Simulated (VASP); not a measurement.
**BaTe: single point with PBE**

The system is BaTe.

```
CELL_PARAMETERS angstrom
0.00000 3.56736 3.56736
3.56736 0.00000 3.56736
3.56736 3.56736 0.00000
ATOMIC_POSITIONS crystal
Ba 0.00000 0.00000 0.00000
Te 0.50000 0.50000 0.50000
```

```yaml
Program: VASP 6.6.1
Task: single point
Functional: PBE
Potentials_or_basis: VASP PAW PBE potentials, release 64 (Ba_sv, Te)
Cutoff: 520 eV
k_mesh: 6 × 6 × 6
Occupations: gaussian, width 0.01 eV
Spin: no spin polarisation
```

```json
{"Pressure": "-0.5 GPa", "Band gap on the k mesh": "1.64 eV (least direct gap 2.02 eV)"}
```

Levels at points of the mesh, in eV from the valence-band top:
| k point | band 6 | band 7 | band 8 | band 9 | band 10 | band 11 |
| --- | --- | --- | --- | --- | --- | --- |
| (0.00, 0.00, 0.00) | 0.00 | 0.00 | 0.00 | 2.69 | 2.95 | 2.95 |
| (0.50, 0.00, 0.00) | -2.08 | -1.02 | -1.02 | 4.11 | 4.61 | 4.76 |
| (0.50, 0.50, 0.00) | -1.11 | -0.38 | -0.38 | 1.64 | 4.33 | 4.40 |

It took 44 s on 1 thread of Intel Xeon 8259CL (shared host), peak memory 0.24 GiB.

Caveat: spin-orbit coupling is left out, which moves the levels of the heavy elements. A k mesh can miss the band edges.
